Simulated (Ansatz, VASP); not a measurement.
Two plane-wave programs on CrI3

The input INCAR:

```
ALGO = Normal
EDIFF = 1E-6
ENCUT = 520
GGA = PE
ISIF = 2
ISMEAR = 0
ISPIN = 2
LASPH = True
LCHARG = False
LDAU = True
LDAUJ = 0 0
LDAUL = 2 -1
LDAUPRINT = 1
LDAUTYPE = 2
LDAUU = 6 0
LMAXMIX = 4
LORBIT = 11
LREAL = False
LWAVE = False
MAGMOM = 3 0 0 0
NBANDS = 28
NELM = 150
PREC = Accurate
SIGMA = 0.05
```

KPOINTS

```
k-points
0
Gamma
  6 6 6
```

POSCAR

```
CrI3
1.0
    5.5492397566      0.0000000000      0.0000000000
    0.0000000000      5.5492397566      0.0000000000
    0.0000000000      0.0000000000      5.5492397566
Cr I
1 3
Direct
    0.0000000000      0.0000000000      0.0000000000
    0.5000000000      0.0000000000      0.0000000000
    0.0000000000      0.0000000000      0.5000000000
    0.0000000000      0.5000000000      0.0000000000
```

Input for Ansatz:

```yaml
crystal:
  lattice:
    - [5.5492397566, 0.0, 0.0]
    - [0.0, 5.5492397566, 0.0]
    - [0.0, 0.0, 5.5492397566]
  atoms:
    - { symbol: Cr, position: [0.0, 0.0, 0.0], spin: 3.0 }
    - { symbol: I, position: [0.5, 0.0, 0.0] }
    - { symbol: I, position: [0.0, 0.0, 0.5] }
    - { symbol: I, position: [0.0, 0.5, 0.0] }
basis:
  ecutwfc: 420
  ecutrho_ratio: 4
kpoints:
  mp_grid: { grid: [6, 6, 6] }
hamiltonian:
  xc: pbe
  hubbard: { sites: [{ species: Cr, l: d, u_eff: 6.0 }], double_counting: fll }
scf:
  occupations: { method: gaussian, width: 0.05 }
output:
  forces: true
  stress: true
magnetization:
  spin_polarized: true
```

Alike in both runs: task single point; functional PBE; k mesh 6 × 6 × 6; occupations gaussian, width 0.05 eV; collinear spin; Hubbard terms Cr d U = 6.0 eV.

|  | VASP | Ansatz |
| --- | --- | --- |
| version | VASP 6.6.1 | Ansatz 0.2.0 |
| potentials or method | VASP PAW PBE potentials, release 64 (Cr_pv, I), cutoff 520 eV | scalar-relativistic, plane waves, PAW |
| valence electrons in the cell | 33 | 65 |

|  | VASP | Ansatz | Ansatz less VASP |
| --- | --- | --- | --- |
| pressure (GPa) | 1.8 | 2.5 | +0.62 |
| net moment per atom (μB) | 0.79 | 0.79 | -0.001 |
| size of the moment on the site where the two differ most (μB) | 3.87 | 3.95 | +0.077 |

Site moments also hang on the region over which each program counts them. The programs project onto different local orbitals, so the same U acts differently, and such runs can settle in different states. VASP's potentials hold 33 valence electrons a cell and Ansatz's 65, so a difference there can come from the potentials and not from the codes. Ansatz's warnings: filled band counts differ across k points.

Spin-orbit coupling is off throughout.
